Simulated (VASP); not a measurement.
**NaCl: single point with PBE**

Crystal: NaCl.

```
Na Cl
1.0
     3.45955    0.06314    0.00000
     0.06314    3.45955    0.00000
     0.00000    0.00000    3.45955
Na Cl
1 1
Direct
  0.00000 0.00000 0.00000
  0.50000 0.50000 0.50000
```

This cell differs from its parent crystal: shear xy strain +3.6%.

```yaml
Program: VASP 6.6.1
Task: single point
Functional: PBE
Potentials_or_basis: VASP PAW PBE potentials, release 64 (Na_pv, Cl)
Cutoff: 520 eV
k_mesh: 8 × 8 × 8
Occupations: fermi-dirac, width 0.02 eV
Spin: no spin polarisation
Dipole_correction: no
Further_INCAR_settings: ALGO = Normal; EDIFF = 1e-06; NBANDS = 14
```

```json
{
  "Pressure": "1.1 GPa",
  "Band gap on the k mesh": "4.11 eV, indirect (least direct gap 4.58 eV)"
}
```

Levels at points of the mesh, in eV from the valence-band top:
```tsv
k point	band 4	band 5	band 6	band 7	band 8	band 9	band 10	band 11
(0.00, 0.00, 0.00)	-13.51	-0.57	-0.52	-0.47	4.11	8.54	8.55	15.80
(0.50, 0.00, 0.00)	-13.11	-3.10	-0.28	-0.27	7.04	8.83	10.48	11.94
(0.50, 0.50, 0.00)	-12.82	-2.43	-2.34	0.00	5.55	9.96	11.07	11.50
(0.00, 0.00, 0.50)	-13.11	-3.10	-0.33	-0.21	7.05	8.82	10.51	11.88
(0.50, 0.00, 0.50)	-12.82	-2.39	-2.39	0.00	5.55	9.95	11.27	11.29
(0.50, 0.50, 0.50)	-12.52	-1.99	-1.96	-1.92	6.96	7.13	7.30	11.96
```

Run time: 34 s on 1 thread of Intel(R) Xeon(R) 6975P-C (Granite Rapids), with other jobs on the host, peak memory 0.18 GiB.

Caveat: the cell differs from its parent crystal (shear xy strain +3.6%). A k mesh can miss the band edges.
